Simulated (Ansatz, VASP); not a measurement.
# C in VASP and in Ansatz

The input INCAR:

```
  PREC = Accurate
  ENCUT = 520
  EDIFF = 1E-6
  ISMEAR = -1
  SIGMA = 0.02
  LREAL = F
  LASPH = T
  NELM = 60
  ALGO = Normal
  ISIF = 2
  LWAVE = F
  LCHARG = F
  GGA = PS
  NBANDS = 16
```

Contents of KPOINTS:

```
Automatic mesh
0
Gamma
  10 7 10
```

Contents of POSCAR:

```
C
1.0
   -1.7769057192      1.7769057192      0.0000000000
    0.0000000000      0.0000000000      3.5538114383
    1.7769057192      1.7769057192      0.0000000000
C
4
Direct
    0.5000000000      0.3750000000      0.2500000000
    0.0000000000      0.8750000000      0.7500000000
    0.0000000000      0.1250000000      0.2500000000
    0.5000000000      0.6250000000      0.7500000000
```

Input for Ansatz:

```yaml
crystal:
  lattice:
    - [-1.7769057192, 1.7769057192, 0.0]
    - [0.0, 0.0, 3.5538114383]
    - [1.7769057192, 1.7769057192, 0.0]
  atoms:
    - { symbol: C, position: [0.5, 0.375, 0.25] }
    - { symbol: C, position: [0.0, 0.875, 0.75] }
    - { symbol: C, position: [0.0, 0.125, 0.25] }
    - { symbol: C, position: [0.5, 0.625, 0.75] }
kpoints:
  mp_grid: { grid: [10, 7, 10] }
scf:
  occupations: { method: fermi_dirac, width: 0.02 }
hamiltonian:
  xc: pbesol
  pseudopotentials: { kind: all_electron, lapw: { basis_error: 0.001 } }
output:
  forces: true
  stress: true
  eigenvalues: true
```

Alike in both runs: task single point; functional PBEsol; k mesh 10 × 7 × 10; occupations fermi-dirac, width 0.02 eV; no spin polarisation.

|  | VASP | Ansatz |
| --- | --- | --- |
| version | VASP 6.6.1 | Ansatz 0.2.0 |
| potentials or method | VASP PAW PBE potentials, release 64 (C), cutoff 520 eV | all-electron LAPW, scalar-relativistic |

Ansatz gave:

```
gap on the k mesh at the Fermi level (eV) : 4.04
pressure (GPa)                            : 0.0
```

Q: Estimate VASP's values.

A: gap on the k mesh at the Fermi level (eV): 4.03; pressure (GPa): 1.1.

VASP's potentials were made for PBE, not for PBEsol. Ansatz ran all-electron here, and VASP with PAW potentials.
